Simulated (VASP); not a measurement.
**Mo3N: single point with PBE**

The system is Mo3N, a slab with vacuum.

```
Mo N
1.0
     4.46958    0.00000    0.00000
    -2.23479    3.87077    0.00000
     0.00000    0.00000   20.85957
Mo N
6 2
Direct
  0.66667 0.33333 0.19176
  0.33333 0.66667 0.23550
  0.00000 0.00000 0.27923
  0.66667 0.33333 0.31912
  0.33333 0.66667 0.35804
  0.00000 0.00000 0.39596
  0.00000 0.66667 0.47879
  0.00000 0.66667 0.53277
```

```
Program                : VASP 6.6.1
Task                   : single point
Functional             : PBE
Potentials or basis    : VASP PAW PBE potentials, release 64 (Mo_sv, N)
Cutoff                 : 520 eV
k mesh                 : 6 × 6 × 1
Occupations            : gaussian, width 0.1 eV
Spin                   : no spin polarisation
Dipole correction      : yes
Further INCAR settings : ALGO = Normal; EDIFF = 1e-06; NBANDS = 57
```

```json
{"Largest force": "1.840 eV/Å", "Band gap on the k mesh": "zero (filled and empty bands overlap)"}
```

Forces on the atoms (eV/Å):
```
Mo  -0.035  0.070  1.622
Mo  -0.056 -0.034 -0.287
Mo   0.025 -0.204 -1.829
Mo   0.041  0.135 -0.532
Mo   0.171 -0.102  0.043
Mo   0.183 -0.465  0.979
N   -0.634  1.070 -1.288
N    0.306 -0.470  1.291
```

Levels at points of the mesh, in eV from the Fermi level:
```
           k point  band 43  band 44  band 45  band 46  band 47  band 48  band 49  band 50  band 51  band 52
(0.00, 0.00, 0.00)    -1.32    -1.25    -1.22    -1.21    -0.84     0.10     0.84     0.93     1.17     1.18
(0.50, 0.00, 0.00)    -1.46    -1.31    -0.67    -0.39     0.00     0.02     0.19     0.63     1.11     1.40
(0.00, 0.50, 0.00)    -1.45    -1.28    -0.69    -0.12    -0.04     0.08     0.21     0.63     1.07     1.18
(0.50, 0.50, 0.00)    -1.45    -1.23    -0.67    -0.28    -0.03     0.02     0.37     0.89     0.99     1.25
```

Wall time 9.4 min on 1 thread of Intel(R) Xeon(R) 6975P-C (Granite Rapids), on a shared host, peak memory 0.65 GiB.

Caveat: the standard files for N, O and F lose accuracy on very short bonds.
